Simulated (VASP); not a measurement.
# InSb3 (I4/mmm) in VASP: further runs

The runs below take InSb3 through single point, with LDA.

All numbers are computed with VASP 6.6.1; they aren't measurements. Logs are shortened: lines on timing, memory, paths and dates and some standing lists are left out, and cuts for length are marked.

**1. The cell of the first run**

It takes space group I4/mmm (No. 139, tetragonal). The conventional cell has a = 5.205 Å, b = 5.205 Å, c = 8.066 Å, α = 90.00°, β = 90.00°, γ = 90.00°. Within 4.3 Å of In (site symmetry 4/mmm) lie 14 Sb at 3.29 to 4.03 Å. Sb (site symmetry -4m2) has 4 In at 3.29 Å and 10 Sb at 3.29 to 4.03 Å within 4.3 Å. Within 4.3 Å of Sb (site symmetry 4/mmm) lie 8 Sb at 3.29 Å and 6 In at 3.68 to 4.03 Å.

**2. Single point, LDA**

File INCAR:

```
PREC = Accurate
ENCUT = 500
EDIFF = 1E-6
ISMEAR = -1
SIGMA = 0.02
LREAL = False
LASPH = True
NELM = 120
ALGO = Normal
ISIF = 2
LWAVE = False
LCHARG = True
GGA = CA
LELF = True
LVHAR = True
NBANDS = 22
GGA_COMPAT = False
```

File KPOINTS:

```
Automatic mesh
0
Gamma
  4 4 4
```

File POSCAR:

```
InSb3
1.0
    0.0000000000      3.6807183500      4.0328993517
    3.6807183500      0.0000000000      4.0328993517
    3.6807183500      3.6807183500      0.0000000000
In Sb
1 3
Direct
    0.0000000000      0.0000000000      0.0000000000
    0.2500000000      0.2500000000      0.2500000000
    0.7500000000      0.7500000000      0.7500000000
    0.5000000000      0.5000000000      0.5000000000
```

Potentials or basis: VASP PAW LDA potentials, release 64 (In_d, Sb).

Command:

```
> cat potpaw_LDA.64/In_d/POTCAR potpaw_LDA.64/Sb/POTCAR > POTCAR
> mpirun -np 1 vasp_std > vasp.out
```

OUTCAR:

```text
PREC = Accurate
   ENCUT = 500
   EDIFF = 1E-6
   ISMEAR = -1
   LREAL = False
   LASPH = True
   NELM = 120
   ISIF = 2
   GGA = CA

 ion  position               nearest neighbor table
   1  0.000  0.000  0.000-   2 3.29   3 3.29   3 3.29   3 3.29   3 3.29   2 3.29   2 3.29   2 3.29
                             4 3.68   4 3.68   4 3.68   4 3.68
   2  0.250  0.250  0.250-   1 3.29   4 3.29   1 3.29   1 3.29   1 3.29   4 3.29   4 3.29   4 3.29
                             3 3.68   3 3.68   3 3.68   3 3.68
   3  0.750  0.750  0.750-   1 3.29   4 3.29   4 3.29   4 3.29   4 3.29   1 3.29   1 3.29   1 3.29
                             2 3.68   2 3.68   2 3.68   2 3.68
   4  0.500  0.500  0.500-   2 3.29   3 3.29   2 3.29   2 3.29   2 3.29   3 3.29   3 3.29   3 3.29
                             1 3.68   1 3.68   1 3.68   1 3.68

  LATTYP: Found a body centered tetragonal cell.
 ALAT       =     5.2053218098
 C/A-ratio  =     1.5495293083

  Lattice vectors:

 A1 = (  -3.6807183500,   0.0000000000,   4.0328993517)
 A2 = (   3.6807183500,   0.0000000000,   4.0328993517)
 A3 = (   0.0000000000,   3.6807183500,  -4.0328993517)

Analysis of symmetry for initial positions (statically):
=====================================================================
 Subroutine PRICEL returns:
 Original cell was already a primitive cell.

 Routine SETGRP: Setting up the symmetry group for a
 body centered tetragonal supercell.

 Subroutine GETGRP returns: Found 16 space group operations
 (whereof 16 operations were pure point group operations)
 out of a pool of 16 trial point group operations.

The static configuration has the point symmetry D_4h.

Analysis of symmetry for dynamics (positions and initial velocities):
=====================================================================
 Subroutine PRICEL returns:
 Original cell was already a primitive cell.

 Routine SETGRP: Setting up the symmetry group for a
 body centered tetragonal supercell.

 Subroutine GETGRP returns: Found 16 space group operations
 (whereof 16 operations were pure point group operations)
 out of a pool of 16 trial point group operations.

The dynamic configuration has the point symmetry D_4h.

 Subroutine INISYM returns: Found 16 space group operations
 (whereof 16 operations are pure point group operations),
 and found     1 'primitive' translations

----------------------------------------------------------------------------------------

                                     Primitive cell

  volume of cell :     109.2729
[... 80 lines left out ...]
   NELM   =    120;   NELMIN=  2; NELMDL= -5     # of ELM steps
   EDIFF  = 0.1E-05   stopping-criterion for ELM
   LREAL  =      F    real-space projection
   EDIFFG = 0.1E-04   stopping-criterion for IOM
   NSW    =      0    number of steps for IOM
   IBRION =     -1    ionic relax: 0-MD 1-quasi-New 2-CG
   NFREE  =      0    steps in history (QN), initial steepest desc. (CG)
   ISIF   =      2    stress and relaxation
   ISYM   =      2    0-nonsym 1-usesym 2-fastsym
   POTIM  = 0.5000    time-step for ionic-motion
   TEBEG  =    0.0;   TEEND  =   0.0 temperature during run
   PSTRESS=    0.0 pullay stress
   NELECT =      28.0000    total number of electrons
   NUPDOWN=      -1.0000    fix difference up-down
   EMIN   =  10.00;   EMAX   =-10.00  energy-range for DOS
   EFERMI =   0.00;   METHOD = LEGACY
   ISMEAR =    -1;   SIGMA  =   0.02  broadening in eV -4-tet -1-fermi 0-gaus
   EFERMI_NEDOS =   21; number of points for ismear=-14 and -15
   IALGO  =     38    algorithm
   IMIX   =      4    mixing-type and parameters
     AMIX     =   0.40;   BMIX     =  1.00
     AMIX_MAG =   1.60;   BMIX_MAG =  1.00
  volume/ion in A,a.u.               =      27.32       184.35
  Fermi-wavevector in a.u.,A,eV,Ry     =   1.039816  1.964968 14.710866  1.081218
  Thomas-Fermi vector in A             =   2.174364
   LORBIT       =      0    0 simple, 1 ext, 2 COOP (PROOUT), +10 PAW based schemes
   GGA     = CA    functional components
   LHFCALC =     F    Hartree Fock is set to
   AEXX    =    0.0000 exact exchange contribution
   IVDW    =     0    specifies the selected vdW correction
   LEPSILON=     F    determine dielectric tensor
   LRPA    =     F    only Hartree local field effects (RPA)
 non-spin polarized calculation
  energy-cutoff  :      500.00
  volume of cell :      109.27
 maximum number of plane-waves:      2794
   NGX = 19   NGY = 19   NGZ = 19

 number of electron      27.9999993 magnetization

 Free energy of the ion-electron system (eV)
  ---------------------------------------------------
  ext. energy  EPLUGINS =         0.00000000
  ---------------------------------------------------
  free energy    TOTEN  =       -16.78704080 eV

  energy without entropy =      -16.78170477  energy(sigma->0) =      -16.78437278

 E-fermi :   7.8552     XC(G=0): -10.3169

 val. band max:        7.8052696835   @ k =   0.5000   0.0000   0.5000
 cond. band min:       7.8833211352   @ k =   0.5000  -0.0000   0.2500
 fundamental gap:      0.0780514517
 Fermi energy:         7.8551748097

 k-point     1 :       0.0000    0.0000    0.0000
  band No.  band energies     occupation
      1      -6.6334      2.00000
      2      -6.6334      2.00000
      3      -6.6298      2.00000
      4      -6.6032      2.00000
      5      -6.6004      2.00000
      6      -4.4514      2.00000
[... 314 lines left out ...]
     21      12.3390      0.00000
     22      14.9769      0.00000

------------------------ aborting loop because EDIFF is reached ----------------------------------------

  FORCE on cell =-STRESS in cart. coord.  units (eV):
  Direction    XX          YY          ZZ          XY          YZ          ZX
  --------------------------------------------------------------------------------------
  -------------------------------------------------------------------------------------
  Total       -2.6937617     -2.6937617     -4.2750277      0.0000000     -0.0000000     -0.0000000
  in kB      -39.4963725    -39.4963725    -62.6811517      0.0000000     -0.0000000     -0.0000000
  external PRESSURE =     -47.2246323 kB  Pullay stress =       0.0000000 kB

 VOLUME and BASIS-vectors are now :
 -----------------------------------------------------------------------------
  energy-cutoff  :      500.00
  volume of cell :      109.27
      direct lattice vectors                 reciprocal lattice vectors
     0.000000000  3.680718350  4.032899352    -0.135843048  0.135843048  0.123980282
     3.680718350  0.000000000  4.032899352     0.135843048 -0.135843048  0.123980282
     3.680718350  3.680718350  0.000000000     0.135843048  0.135843048 -0.123980282

 POSITION                                       TOTAL-FORCE (eV/Angst)
 -----------------------------------------------------------------------------------
      0.00000      0.00000      0.00000        -0.000000      0.000000     -0.000000
      1.84036      1.84036      2.01645        -0.000000     -0.000000     -0.000000
      5.52108      5.52108      6.04935         0.000000      0.000000      0.000000
      3.68072      3.68072      4.03290        -0.000000      0.000000     -0.000000
 -----------------------------------------------------------------------------------
    total drift:                               -0.000000      0.000000      0.000000

  FREE ENERGIE OF THE ION-ELECTRON SYSTEM (eV)
  ---------------------------------------------------
  free  energy   TOTEN  =       -16.7870408003 eV

  energy  without entropy=      -16.7817047687  energy(sigma->0) =      -16.78437278
```

stdout:

```text
POSCAR found type information on POSCAR InSb
 POSCAR found :  2 types and       4 ions
 scaLAPACK will be used
 LDA part: xc-table for (Slater(with rela. corr.)+CA(PZ))
 , standard interpolation
 POSCAR, INCAR and KPOINTS ok, starting setup
 FFT: planning ... GRIDC
 FFT: planning ... GRID_SOFT
 FFT: planning ... GRID
 WAVECAR not read
 entering main loop
```

It took 41 s on 1 thread of Intel Xeon 8259CL, shared host; peak memory 0.2 GiB.

Results:

```yaml
Free_energy: -16.7870 eV
Pressure: -4.7 GPa
Band_gap_on_the_k_mesh: zero (bands 14 and 15 overlap by 3.72 eV)
```

Caveat: the cell stands under tension; spin-orbit coupling is left out, which moves the levels of the heavy elements.

**3. Single point, LDA**

INCAR, as its differences from that of step 2:

```diff
@@ -11,6 +11,4 @@
 LWAVE = False
-LCHARG = True
+LCHARG = False
 GGA = CA
-LELF = True
-LVHAR = True
 NBANDS = 22
```

File KPOINTS:

```
regular mesh
0
Gamma
  4 4 4
```

File POSCAR:

```
InSb3
1.0
    0.0000000000      3.7186639000      3.9510152020
    3.7186639000      0.0000000000      3.9510152020
    3.7186639000      3.7186639000      0.0000000000
In Sb
1 3
Direct
    0.0000000000      0.0000000000      0.0000000000
    0.2500000000      0.2500000000      0.2500000000
    0.7500000000      0.7500000000      0.7500000000
    0.5000000000      0.5000000000      0.5000000000
```

Potentials or basis: VASP PAW LDA potentials, release 64 (In_d, Sb).

Command:

```
> cat potpaw_LDA.64/In_d/POTCAR potpaw_LDA.64/Sb/POTCAR > POTCAR
> mpirun -np 1 vasp_std > vasp.out
```

OUTCAR:

```text
PREC = Accurate
   ENCUT = 500
   EDIFF = 1E-6
   ISMEAR = -1
   LREAL = False
   LASPH = True
   NELM = 120
   ISIF = 2
   GGA = CA

 ion  position               nearest neighbor table
   1  0.000  0.000  0.000-   3 3.29   3 3.29   2 3.29   3 3.29   2 3.29   2 3.29   3 3.29   2 3.29
                             4 3.72   4 3.72   4 3.72   4 3.72
   2  0.250  0.250  0.250-   1 3.29   1 3.29   1 3.29   4 3.29   4 3.29   4 3.29   1 3.29   4 3.29
                             3 3.72   3 3.72   3 3.72   3 3.72
   3  0.750  0.750  0.750-   4 3.29   4 3.29   1 3.29   4 3.29   1 3.29   1 3.29   4 3.29   1 3.29
                             2 3.72   2 3.72   2 3.72   2 3.72
   4  0.500  0.500  0.500-   2 3.29   2 3.29   2 3.29   3 3.29   3 3.29   3 3.29   2 3.29   3 3.29
                             1 3.72   1 3.72   1 3.72   1 3.72

  LATTYP: Found a body centered tetragonal cell.
 ALAT       =     5.2589849213
 C/A-ratio  =     1.5025771175

  Lattice vectors:

 A1 = (  -3.7186639000,   0.0000000000,   3.9510152020)
 A2 = (   3.7186639000,   0.0000000000,   3.9510152020)
 A3 = (   0.0000000000,   3.7186639000,  -3.9510152020)

Analysis of symmetry for initial positions (statically):
=====================================================================
 Subroutine PRICEL returns:
 Original cell was already a primitive cell.

 Routine SETGRP: Setting up the symmetry group for a
 body centered tetragonal supercell.

 Subroutine GETGRP returns: Found 16 space group operations
 (whereof 16 operations were pure point group operations)
 out of a pool of 16 trial point group operations.

The static configuration has the point symmetry D_4h.

Analysis of symmetry for dynamics (positions and initial velocities):
=====================================================================
 Subroutine PRICEL returns:
 Original cell was already a primitive cell.

 Routine SETGRP: Setting up the symmetry group for a
 body centered tetragonal supercell.

 Subroutine GETGRP returns: Found 16 space group operations
 (whereof 16 operations were pure point group operations)
[... 114 lines left out ...]
     AMIX_MAG =   1.60;   BMIX_MAG =  1.00
  volume/ion in A,a.u.               =      27.32       184.35
  Fermi-wavevector in a.u.,A,eV,Ry     =   1.039816  1.964968 14.710866  1.081218
  Thomas-Fermi vector in A             =   2.174364
   LORBIT       =      0    0 simple, 1 ext, 2 COOP (PROOUT), +10 PAW based schemes
   GGA     = CA    functional components
   LHFCALC =     F    Hartree Fock is set to
   AEXX    =    0.0000 exact exchange contribution
   IVDW    =     0    specifies the selected vdW correction
   LEPSILON=     F    determine dielectric tensor
   LRPA    =     F    only Hartree local field effects (RPA)
 non-spin polarized calculation
  energy-cutoff  :      500.00
  volume of cell :      109.27
 maximum number of plane-waves:      2791
   NGX = 19   NGY = 19   NGZ = 19

 number of electron      27.9999993 magnetization

 Free energy of the ion-electron system (eV)
  ---------------------------------------------------
  ext. energy  EPLUGINS =         0.00000000
  ---------------------------------------------------
  free energy    TOTEN  =       -16.80295502 eV

  energy without entropy =      -16.79488645  energy(sigma->0) =      -16.79892074

 E-fermi :   7.8980     XC(G=0): -10.3187

 val. band max:        7.6634966859   @ k =   0.5000  -0.0000   0.0000
 cond. band min:       7.9217083635   @ k =   0.5000   0.0000   0.5000
 fundamental gap:      0.2582116776
 Fermi energy:         7.8980404778

 k-point     1 :       0.0000    0.0000    0.0000
  band No.  band energies     occupation
      1      -6.6381      2.00000
      2      -6.6381      2.00000
      3      -6.6355      2.00000
      4      -6.6067      2.00000
      5      -6.6054      2.00000
      6      -4.4560      2.00000
[... 314 lines left out ...]
     21      12.2238      0.00000
     22      15.1492      0.00000

------------------------ aborting loop because EDIFF is reached ----------------------------------------

  FORCE on cell =-STRESS in cart. coord.  units (eV):
  Direction    XX          YY          ZZ          XY          YZ          ZX
  --------------------------------------------------------------------------------------
  -------------------------------------------------------------------------------------
  Total       -3.4421951     -3.4421951     -3.6825061      0.0000000     -0.0000000      0.0000000
  in kB      -50.4700245    -50.4700245    -53.9935032      0.0000000     -0.0000000      0.0000000
  external PRESSURE =     -51.6445174 kB  Pullay stress =       0.0000000 kB

 VOLUME and BASIS-vectors are now :
 -----------------------------------------------------------------------------
  energy-cutoff  :      500.00
  volume of cell :      109.27
      direct lattice vectors                 reciprocal lattice vectors
     0.000000000  3.718663900  3.951015202    -0.134456895  0.134456895  0.126549754
     3.718663900  0.000000000  3.951015202     0.134456895 -0.134456895  0.126549754
     3.718663900  3.718663900  0.000000000     0.134456895  0.134456895 -0.126549754

 POSITION                                       TOTAL-FORCE (eV/Angst)
 -----------------------------------------------------------------------------------
      0.00000      0.00000      0.00000        -0.000000      0.000000      0.000000
      1.85933      1.85933      1.97551        -0.000000      0.000000     -0.000000
      5.57800      5.57800      5.92652        -0.000000      0.000000      0.000000
      3.71866      3.71866      3.95102         0.000000     -0.000000      0.000000
 -----------------------------------------------------------------------------------
    total drift:                               -0.000000      0.000000      0.000000

  FREE ENERGIE OF THE ION-ELECTRON SYSTEM (eV)
  ---------------------------------------------------
  free  energy   TOTEN  =       -16.8029550242 eV

  energy  without entropy=      -16.7948864509  energy(sigma->0) =      -16.79892074
```

OSZICAR:

```text
N       E                     dE             d eps       ncg     rms          rms(c)
DAV:   1     0.195893821310E+03    0.19589E+03   -0.10675E+04   572   0.114E+03
DAV:   2     0.494416448342E+00   -0.19540E+03   -0.18869E+03   640   0.292E+02
DAV:   3    -0.162715655340E+02   -0.16766E+02   -0.16220E+02   714   0.886E+01
DAV:   4    -0.168400748300E+02   -0.56851E+00   -0.56622E+00   662   0.171E+01
DAV:   5    -0.168663080251E+02   -0.26233E-01   -0.26231E-01   856   0.397E+00    0.382E+00
DAV:   6    -0.168186330427E+02    0.47675E-01   -0.71620E-02   742   0.301E+00    0.204E+00
DAV:   7    -0.168037015138E+02    0.14932E-01   -0.32650E-02   762   0.150E+00    0.276E-01
DAV:   8    -0.168029886148E+02    0.71290E-03   -0.20612E-03   726   0.455E-01    0.811E-02
DAV:   9    -0.168029558993E+02    0.32716E-04   -0.16885E-04   644   0.982E-02    0.215E-02
DAV:  10    -0.168029550288E+02    0.87044E-06   -0.13164E-05   770   0.255E-02    0.133E-02
DAV:  11    -0.168029550242E+02    0.46366E-08   -0.25210E-06   502   0.115E-02
   1 F= -.16802955E+02 E0= -.16798921E+02  d E =-.806857E-02
```

stdout:

```text
POSCAR found type information on POSCAR InSb
 POSCAR found :  2 types and       4 ions
 scaLAPACK will be used
 LDA part: xc-table for (Slater(with rela. corr.)+CA(PZ))
 , standard interpolation
 POSCAR, INCAR and KPOINTS ok, starting setup
 FFT: planning ... GRIDC
 FFT: planning ... GRID_SOFT
 FFT: planning ... GRID
 WAVECAR not read
 entering main loop
```

Run time: 42 s. Hardware: 1 thread of Intel Xeon 8259CL, shared host; peak memory 0.21 GiB.

Results:

* Free energy: -16.8030 eV
* Pressure: -5.2 GPa
* Band gap on the k mesh: zero (bands 14 and 15 overlap by 3.65 eV)

Stress tensor (GPa, compression positive):
```
-5.05  0.00  0.00
 0.00 -5.05  0.00
 0.00  0.00 -5.40
```

Caveat: the cell stands under tension; spin-orbit coupling is left out, which moves the levels of the heavy elements.

**4. Single point, LDA**

This run uses another cell than the first one, of the same volume but with other edges.

File INCAR:

```
SYSTEM = InSb3
PREC = Accurate
ENCUT = 500
EDIFF = 1E-6
ISMEAR = -1
SIGMA = 0.02
LREAL = .False.
LASPH = .True.
NELM = 120
ALGO = Normal
ISIF = 2
LWAVE = .False.
LCHARG = .False.
NBANDS = 22
GGA_COMPAT = .False.
```

File KPOINTS:

```
regular mesh
0
Gamma
  4 4 4
  0 0 0
```

File POSCAR:

```
InSb3
1.0
    0.0000000000      3.8325005500      3.7197872758
    3.8325005500      0.0000000000      3.7197872758
    3.8325005500      3.8325005500      0.0000000000
In Sb
1 3
Direct
    0.0000000000      0.0000000000      0.0000000000
    0.2500000000      0.2500000000      0.2500000000
    0.7500000000      0.7500000000      0.7500000000
    0.5000000000      0.5000000000      0.5000000000
```

Command:

```
> cat potpaw_LDA.64/In_d/POTCAR potpaw_LDA.64/Sb/POTCAR > POTCAR
> mpirun -np 1 vasp_std > vasp.out
```

Wall time 37 s (1 thread of Intel Xeon 8259CL, shared host); peak memory 0.21 GiB.

The run converged. Its results:

```yaml
Free_energy: -16.7824 eV
Pressure: -5.2 GPa
Band_gap_on_the_k_mesh: zero (bands 14 and 15 overlap by 3.46 eV)
```

Stress tensor (GPa, compression positive):
```
-4.49  0.00  0.00
 0.00 -4.49  0.00
 0.00  0.00 -6.71
```

Levels at points of the mesh, in eV from the Fermi level:
```
           k point  band 11  band 12  band 13  band 14  band 15  band 16  band 17  band 18
(0.00, 0.00, 0.00)    -2.34    -2.34    -2.29    -2.29    -2.24    -0.70    -0.70    -0.40
(0.50, 0.00, 0.00)    -3.25    -2.55    -2.45    -0.21    -0.09     1.86     2.11     3.01
(0.50, 0.50, 0.00)    -5.01     0.24     0.91     0.91     1.03     1.81     1.81     1.96
(0.50, 0.00, 0.50)    -4.90     0.40     0.77     1.22     1.33     1.63     1.66     2.08
```

Caveat: the cell stands under tension; spin-orbit coupling is left out, which moves the levels of the heavy elements.

(Continued in part 2 of 2.)
